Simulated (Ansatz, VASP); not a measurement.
**Two plane-wave programs on CO2**

```
C O
1.0
     5.49707    0.00000    0.00000
     0.00000    5.49707    0.00000
     0.00000    0.00000    5.49707
C O
4 8
Direct
  0.00000 0.00000 0.00000
  0.50000 0.00000 0.50000
  0.50000 0.50000 0.00000
  0.00000 0.50000 0.50000
  0.12254 0.12254 0.12254
  0.37746 0.87746 0.62254
  0.62254 0.37746 0.87746
  0.87746 0.62254 0.37746
  0.87746 0.87746 0.87746
  0.62254 0.12254 0.37746
  0.37746 0.62254 0.12254
  0.12254 0.37746 0.62254
```

Alike in both runs: task electric field gradients; functional PBE; k mesh 4 × 4 × 4; occupations fermi-dirac, width 0.02 eV; no spin polarisation.

```csv
,VASP,Ansatz
version,VASP 6.6.1,Ansatz 0.2.0
potentials or method,"VASP PAW PBE potentials, release 64 (C, O)","plane-wave PAW, scalar-relativistic"
plane-wave cutoff (eV),520,420
valence electrons in the cell,64,64
```

VASP gave:

* gap on the k mesh at the Fermi level (eV): 6.85
* pressure (GPa): 4.1
* rms of the force components (eV/Å): 0.354
* size of Vzz on the site where it differs most (V/Å²): 50.2

Which values does Ansatz return?

gap on the k mesh at the Fermi level (eV): 6.87; pressure (GPa): 2.5; rms of the force components (eV/Å): 0.053; size of Vzz on the site where it differs most (V/Å²): 29.4.

Atom by atom the forces differ by 0.302 eV/Å (rms over components). One of these differences is far larger than is usual between the two programs; its cause wasn't traced. The functional is the same, so the differences come from potentials, cutoffs and numerics.

Noted on VASP's run: the standard files for N, O and F lose accuracy on very short bonds.
